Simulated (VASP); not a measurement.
Set up this calculation in VASP 6.6.1, as the native input.

```
Task                   : single point
Functional             : PBEsol
Potentials or basis    : VASP PAW PBE potentials, release 64 (Ge_d)
Cutoff                 : 520 eV
k mesh                 : 20 × 20 × 18
Occupations            : gaussian, width 0.15 eV
Spin                   : no spin polarisation
Dipole correction      : no
Further INCAR settings : ALGO = Normal; EDIFF = 1e-06; NBANDS = 13
```

The structure of Ge lies in POSCAR:

```
Ge
1.0
    1.4809779400     -2.6005160000      0.0000000000
    1.4809779400      2.6005160000      0.0000000000
    0.0000000000      0.0000000000      2.6982310000
Ge
1
Direct
    0.5000000000      0.5000000000      0.0000000000
```

This cell differs from its parent crystal: strain +0.0600 x Voigt [1, 0, 0, 0, 0, 0].

These files were run (other wordings do the same):

INCAR

```
SYSTEM = Ge
PREC = Accurate
ENCUT = 520
EDIFF = 1E-6
ISMEAR = 0
SIGMA = 0.15
LREAL = .FALSE.
LASPH = .TRUE.
NELM = 80
ALGO = Normal
ISIF = 2
LWAVE = .FALSE.
LCHARG = .FALSE.
GGA = PS
NBANDS = 13
```

KPOINTS

```
Automatic mesh
0
G
  20 20 18
  0 0 0
```

Potentials or basis: VASP PAW PBE potentials, release 64 (Ge_d).

The run is started by

```console
$ cat potpaw_PBE.64/Ge_d/POTCAR > POTCAR
$ mpirun -np 1 vasp_std > vasp.out
```

It gave:

```yaml
Pressure: -7.2 GPa
Band_gap_on_the_k_mesh: zero (bands 7 and 8 overlap by 9.61 eV)
```

Caveat: the cell differs from its parent crystal (strain +0.0600 x Voigt [1, 0, 0, 0, 0, 0]); the cell stands under tension; the PAW data sets were made with another functional, which shifts forces and pressure a little.

Wall time 100 s on 1 thread of AMD EPYC 9R45 96-Core Processor (Zen 5), with other jobs on the host, peak memory 0.33 GiB.
